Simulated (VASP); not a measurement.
Here is a VASP 6.6.1 calculation.

The input INCAR:

```
SYSTEM = AlN
ALGO = Normal
EDIFF = 1E-6
EDIFFG = -0.01
ENCUT = 600
GGA = PE
IBRION = 2
ISIF = 3
ISMEAR = -1
LASPH = .TRUE.
LCHARG = .FALSE.
LREAL = .FALSE.
LWAVE = .FALSE.
NELM = 80
NSW = 80
PREC = Accurate
PSTRESS = 200.0
SIGMA = 0.05
```

The input KPOINTS:

```
k-points
0
G
  10 10 6
  0 0 0
```

File POSCAR:

```
AlN
1.0
    3.1130000000      0.0000000000      0.0000000000
   -1.5565000000      2.6959370820      0.0000000000
    0.0000000000      0.0000000000      4.9810000000
Al N
2 2
Direct
    0.6666666667      0.3333333333      0.5000000000
    0.3333333333      0.6666666667      0.0000000000
    0.6666666667      0.3333333333      0.8800000000
    0.3333333333      0.6666666667      0.3800000000
```

Potentials or basis: VASP PAW PBE potentials, release 64 (Al, N).

Run with:

```bash
$ cat potpaw_PBE.64/Al/POTCAR potpaw_PBE.64/N/POTCAR > POTCAR
$ mpirun -np 1 vasp_std > vasp.out
```

(1) Estimate the relaxed volume.

(2) What does it give for the band gap on the k mesh?

(3) What does it give for the relaxed cell?

Answers

(1) 9.74 Å³/atom.

(2) 4.79 eV.

(3) a = 3.045 Å, b = 3.045 Å, c = 4.850 Å, α = 90.00°, β = 90.00°, γ = 120.00°.

Caveat: the cell is relaxed towards a set pressure, so the run minimises the enthalpy, not the energy.
